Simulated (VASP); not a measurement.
Input of a VASP 6.6.1 run:

File POSCAR:

```
SnTe
1.0
    0.0000000000      3.2531169524      3.2531169524
    3.2531169524      0.0000000000      3.2531169524
    3.2531169524      3.2531169524      0.0000000000
Sn Te
1 1
Direct
    0.0000000000      0.0000000000      0.0000000000
    0.5000000000      0.5000000000      0.5000000000
```

The input INCAR.step1:

```
PREC = Accurate
ENCUT = 520
ISMEAR = -1
SIGMA = 0.02
LREAL = F
LASPH = T
NELM = 150
MAGMOM = 0 0 0 0 0 0
LSORBIT = T
GGA_COMPAT = F
NBANDS = 32
GGA = PE
ALGO = Normal
EDIFF = 1E-4
LWAVE = T
LCHARG = F
```

The input INCAR.step2:

```
PREC = Accurate
ENCUT = 520
EDIFF = 1E-6
ISMEAR = -1
SIGMA = 0.02
LREAL = F
LASPH = T
NELM = 150
ALGO = Normal
ISIF = 2
LWAVE = F
LCHARG = F
MAGMOM = 0 0 0 0 0 0
LORBIT = 11
LSORBIT = T
GGA_COMPAT = F
LORBMOM = T
METAGGA = R2SCAN
LMIXTAU = T
NBANDS = 32
ISTART = 1
```

The input KPOINTS:

```
regular mesh
0
Gamma
  8 8 8
```

Potentials or basis: VASP PAW PBE potentials, release 64 (Sn_d, Te).

The run is started by

```console
$ cat potpaw_PBE.64/Sn_d/POTCAR potpaw_PBE.64/Te/POTCAR > POTCAR
$ cp INCAR.step1 INCAR
$ mpirun -np 1 vasp_ncl > vasp.out
$ cp INCAR.step2 INCAR
$ mpirun -np 1 vasp_ncl > vasp.out
```

(1) Estimate the net moment.

(2) Estimate the pressure.

Answers

(1) 0.00 μB per cell.

(2) -2.4 GPa.

Caveat: the cell differs from its parent crystal (strain +2.0%); the PAW data sets were made with another functional, which shifts forces and pressure a little.
